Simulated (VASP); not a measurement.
Here is a VASP 6.6.1 calculation.

Contents of INCAR:

```
PREC = Accurate
ENCUT = 520
EDIFF = 1E-6
ISMEAR = -1
SIGMA = 0.05
LREAL = F
LASPH = T
NELM = 80
ALGO = Normal
ISIF = 2
LWAVE = F
LCHARG = T
GGA = RP
LELF = T
LVHAR = T
NBANDS = 26
```

The input KPOINTS:

```
Automatic mesh
0
Gamma
  12 12 4
```

Contents of POSCAR:

```
C
1.0
    2.5715654994      0.0000000000      0.0000000000
   -1.2857827497      2.2270410500      0.0000000000
    0.0000000000      0.0000000000      8.3986527796
C
8
Direct
    0.6666666667      0.3333333333      0.8437500000
    0.3333333333      0.6666666667      0.3437500000
    0.6666666667      0.3333333333      0.6562500000
    0.3333333333      0.6666666667      0.1562500000
    0.0000000000      0.0000000000      0.9062500000
    0.0000000000      0.0000000000      0.4062500000
    0.0000000000      0.0000000000      0.5937500000
    0.0000000000      0.0000000000      0.0937500000
```

Potentials or basis: VASP PAW PBE potentials, release 64 (C).

The run is started by

```sh
$ cat potpaw_PBE.64/C/POTCAR > POTCAR
$ mpirun -np 1 vasp_std > vasp.out
```

**Question.** Estimate the largest force.

**Answer.** 0.291 eV/Å.

**Question.** What does it give for the band gap on the k mesh?

**Answer.** 4.28 eV (least direct gap 5.06 eV).

**Question.** What does it give for the pressure?

**Answer.** -14.8 GPa.

Stress tensor (GPa, compression positive):
```
-18.31   0.00   0.00
  0.00 -18.31   0.00
  0.00   0.00  -7.84
```

Caveat: the cell stands under tension; the PAW data sets were made with another functional, which shifts forces and pressure a little. A k mesh can miss the band edges.
